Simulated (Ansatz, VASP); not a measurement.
**CdTe in VASP and in Ansatz**

```
CELL_PARAMETERS angstrom
4.67919 0.00000 0.00000
-2.33959 4.05230 0.00000
0.00000 0.00000 23.59622
ATOMIC_POSITIONS crystal
Te 0.00000 0.00000 0.31924
Te 0.33333 0.66667 0.48586
Te 0.66667 0.33333 0.65206
Cd 0.33333 0.66667 0.35313
Cd 0.66667 0.33333 0.51775
Cd 0.00000 0.00000 0.67196
```

Alike in both runs: functional PBE; k mesh 9 × 9 × 1; occupations gaussian, width 0.05 eV; no spin polarisation.

Ansatz relaxed the structure, and its values are those at the end. VASP's run is a single point on that final structure, the one shown.

|  | VASP | Ansatz |
| --- | --- | --- |
| version | VASP 6.6.1 | Ansatz 0.2.0 |
| potentials or method | VASP PAW PBE potentials, release 64 (Te, Cd), cutoff 520 eV | scalar-relativistic, plane waves, PAW |
| valence electrons in the cell | 54 | 108 |

|  | VASP | Ansatz | Ansatz less VASP |
| --- | --- | --- | --- |
| gap on the k mesh at the Fermi level (eV) | none | none | - |
| rms of the force components (eV/Å) | 0.010 | 0.006 | -0.0038 |

A gap of «none» marks a metal or a gap that the smearing closes. The functional is the same, so the differences come from potentials, cutoffs and numerics. VASP's potentials hold 54 valence electrons a cell and Ansatz's 108, so a difference there can come from the potentials and not from the codes.

Neither program's run includes spin-orbit coupling.
